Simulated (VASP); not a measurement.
A run of VASP 6.6.1 is set up as follows.

POSCAR

```
C
1.0
    2.4650832226      0.0000000000      0.0000000000
   -1.2325416113      2.1348246932      0.0000000000
    0.0000000000      0.0000000000      6.7287803430
C
4
Direct
    0.0000000000      0.0000000000      0.2500000000
    0.0000000000      0.0000000000      0.7500000000
    0.3333333333      0.6666666667      0.2500000000
    0.6666666667      0.3333333333      0.7500000000
```

The input INCAR.step1:

```
SYSTEM = C
ALGO = Normal ; EDIFF = 1E-5
EDIFFG = -0.005 ; ENCUT = 660
GGA = PE ; GGA_COMPAT = .False.
IBRION = 2 ; ISIF = 3
ISMEAR = -1 ; LASPH = .True.
LCHARG = .False. ; LREAL = .False.
LWAVE = .True. ; NELM = 120
NELMIN = 4 ; NSW = 100
PREC = Accurate ; SIGMA = 0.02
```

Contents of INCAR.step2:

```
SYSTEM = C
ALGO = Normal ; BPARAM = 11.95
CPARAM = 0.0093 ; EDIFF = 1E-7
EDIFFG = -0.005 ; ENCUT = 660
GGA_COMPAT = .False. ; IBRION = 2
ISIF = 3 ; ISMEAR = -1
ISTART = 1 ; IVDW_NL = 2
LASPH = .True. ; LCHARG = .False.
LMIXTAU = .True. ; LREAL = .False.
LUSE_VDW = .True. ; LWAVE = .False.
METAGGA = R2SCAN ; NELM = 120
NELMIN = 4 ; NSW = 80
PREC = Accurate ; SIGMA = 0.02
```

File KPOINTS:

```
k-points
0
Gamma
  12 12 4
  0 0 0
```

Potentials or basis: VASP PAW PBE potentials, release 64 (C).

The run is started by

```console
$ cat potpaw_PBE.64/C/POTCAR > POTCAR
$ cp INCAR.step1 INCAR
$ mpirun -np 1 vasp_std > vasp.out
$ cp INCAR.step2 INCAR
$ mpirun -np 1 vasp_std > vasp.out
```

Task: Estimate the band gap on the k mesh.

Result: Zero (bands 8 and 9 overlap by 0.03 eV).

Task: Predict the space group after relaxing (to 0.1 Å).

Result: P6_3/mmc (No. 194).

Task: Estimate the relaxed volume.

Result: 8.60 Å³/atom.

Task: What does it give for the relaxed cell?

Result: a = 2.456 Å, b = 2.456 Å, c = 6.584 Å, α = 90.00°, β = 90.00°, γ = 120.00°.

Final structure:
```
C
1.0
     2.45595    0.00000    0.00000
    -1.22798    2.12692    0.00000
     0.00000    0.00000    6.58362
C
4
Direct
  0.00000 0.00000 0.25000
  0.00000 0.00000 0.75000
  0.33333 0.66667 0.25000
  0.66667 0.33333 0.75000
```

Caveat: the PAW data sets were made with another functional, which shifts forces and pressure a little.
